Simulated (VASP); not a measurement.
BP: single point with PBE

The system is BP.

```
B P
1.0
     0.00000    2.45052    2.35976
     2.45052    0.00000    2.35976
     2.45052    2.45052    0.00000
B P
1 1
Direct
  0.00000 0.00000 0.00000
  0.75000 0.75000 0.75000
```

This cell differs from its parent crystal: strain +0.080 along x and y, +0.040 along z.

```json
{
  "Program": "VASP 6.6.1",
  "Task": "single point",
  "Functional": "PBE",
  "Potentials or basis": "VASP PAW PBE potentials, release 64 (B, P)",
  "Cutoff": "520 eV",
  "k mesh": "10 × 10 × 10",
  "Occupations": "gaussian, width 0.05 eV",
  "Spin": "no spin polarisation"
}
```

| Quantity | Value |
| --- | --- |
| Pressure | -21.1 GPa |
| Band gap on the k mesh | 0.98 eV, indirect (least direct gap 2.83 eV) |

Stress tensor (GPa, compression positive):
```
-23.74   0.00   0.00
  0.00 -23.74   0.00
  0.00   0.00 -15.76
```

Levels at points of the mesh, in eV from the valence-band top:
| k point | band 1 | band 2 | band 3 | band 4 | band 5 | band 6 | band 7 | band 8 |
| --- | --- | --- | --- | --- | --- | --- | --- | --- |
| (0.00, 0.00, 0.00) | -14.05 | -0.32 | -0.32 | 0.00 | 2.83 | 3.04 | 3.04 | 4.41 |
| (0.50, 0.00, 0.00) | -11.41 | -7.95 | -1.91 | -1.53 | 2.42 | 4.23 | 4.56 | 9.21 |
| (0.50, 0.50, 0.00) | -9.99 | -7.66 | -3.86 | -3.86 | 1.19 | 1.35 | 10.19 | 10.19 |
| (0.50, 0.00, 0.50) | -10.26 | -7.94 | -3.56 | -3.50 | 1.58 | 1.78 | 9.88 | 10.34 |

Wall time 20 s on 1 thread of Intel(R) Xeon(R) Platinum 8488C (Sapphire Rapids), on a shared host, peak memory 0.17 GiB.

Caveat: the cell differs from its parent crystal (strain +0.080 along x and y, +0.040 along z). A k mesh can miss the band edges.
